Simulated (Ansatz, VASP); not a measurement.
# Two plane-wave programs on Sn4Te

Contents of INCAR:

```
  PREC = Accurate
  ENCUT = 600
  EDIFF = 1E-6
  ISMEAR = 0
  SIGMA = 0.1
  LREAL = F
  LASPH = T
  NELM = 100
  ALGO = Fast
  ISIF = 3
  LWAVE = F
  LCHARG = F
  GGA = PE
  IBRION = 2
  NSW = 90
  EDIFFG = -0.04
```

File KPOINTS:

```
regular mesh
0
Gamma
  4 4 4
```

POSCAR

```
Sn4Te
1.0
    6.0953974700      0.0000000000      0.0000000000
    0.0000000000      6.0953974700      0.0000000000
    0.0000000000      0.0000000000      4.6620188600
Sn Te
4 1
Direct
    0.7078659600      0.7078659600      0.0000000000
    0.2921340400      0.2921340400      0.0000000000
    0.7078659600      0.2921340400      0.0000000000
    0.2921340400      0.7078659600      0.0000000000
    0.5000000000      0.5000000000      0.5000000000
```

Input for Ansatz:

```yaml
crystal:
  lattice:
    - [6.09539747, 0.0, 0.0]
    - [0.0, 6.09539747, 0.0]
    - [0.0, 0.0, 4.66201886]
  atoms:
    - { symbol: Sn, position: [0.70786596, 0.70786596, 0.0] }
    - { symbol: Sn, position: [0.29213404, 0.29213404, 0.0] }
    - { symbol: Sn, position: [0.70786596, 0.29213404, 0.0] }
    - { symbol: Sn, position: [0.29213404, 0.70786596, 0.0] }
    - { symbol: Te, position: [0.5, 0.5, 0.5] }
basis:
  ecutwfc: 420
kpoints:
  mp_grid: { grid: [4, 4, 4] }
hamiltonian:
  xc: pbe
scf:
  occupations: { method: gaussian, width: 0.1 }
  lower_state_search: "off"
output:
  forces: true
  stress: true
  eigenvalues: true
relax:
  adjacent_minimum: "off"
  f_tol: 0.04
  max_steps: 70
  cell: { stress_tol: 0.4 }
```

Alike in both runs: task relaxation of cell and atoms; functional PBE; k mesh 4 × 4 × 4; occupations gaussian, width 0.1 eV; no spin polarisation.

```csv
,VASP,Ansatz
version,VASP 6.6.1,Ansatz 0.2.0
potentials or method,"VASP PAW PBE potentials, release 64 (Sn_d, Te), cutoff 600 eV","scalar-relativistic, plane waves, PAW"
valence electrons in the cell,62,72
```

```tsv
	VASP	Ansatz	Ansatz less VASP
gap on the k mesh at the Fermi level, each at its own relaxed structure (eV)	none	none	-
relaxed volume (Å³/atom)	38.17	38.05	-0.128
relaxed cell length with the largest relative difference (Å)	5.195	5.150	-0.0446
```

A gap of «none» marks a metal or a gap that the smearing closes. VASP's potentials hold 62 valence electrons a cell and Ansatz's 72, so a difference there can come from the potentials and not from the codes.

Spin-orbit coupling is off throughout.
